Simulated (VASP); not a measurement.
Here is a VASP 6.6.1 calculation.

File INCAR:

```
SYSTEM = KF
PREC     = Accurate       ! precision mode
ENCUT    = 520            ! plane-wave cutoff, eV
EDIFF    = 1E-7           ! SCF threshold, eV
ISMEAR   = 0              ! smearing method
SIGMA    = 0.05           ! smearing width, eV
LREAL    = .False.        ! projectors in reciprocal space
LASPH    = .True.         ! aspherical terms in the spheres
NELM     = 80             ! most SCF steps
ALGO     = Normal         ! electronic algorithm
ISIF     = 2              ! what is computed and relaxed
LWAVE    = .False.        ! write WAVECAR
LCHARG   = .False.        ! write CHGCAR
GGA      = PE             ! functional
NBANDS   = 15             ! bands
```

File KPOINTS:

```
regular mesh
0
Gamma
  8 8 8
  0 0 0
```

Contents of POSCAR:

```
KF
1.0
   -0.0282558314      2.6373886413      2.6373886413
    2.6373886413     -0.0282558314      2.6373886413
    2.6373886413      2.6373886413     -0.0282558314
K F
1 1
Direct
    0.0000000000      0.0000000000      0.0000000000
    0.5000000000      0.5000000000      0.5000000000
```

Potentials or basis: VASP PAW PBE potentials, release 64 (K_sv, F).

The run is started by

```console
$ cat potpaw_PBE.64/K_sv/POTCAR potpaw_PBE.64/F/POTCAR > POTCAR
$ mpirun -np 1 vasp_std > vasp.out
```

Predict the band gap on the k mesh.

6.28 eV.

What does it give for the pressure?

2.3 GPa.

Stress tensor (GPa, compression positive):
```
2.30 0.13 0.13
0.13 2.30 0.13
0.13 0.13 2.30
```

A k mesh can miss the band edges. As with any semilocal functional, this PBE gap is likely too small.
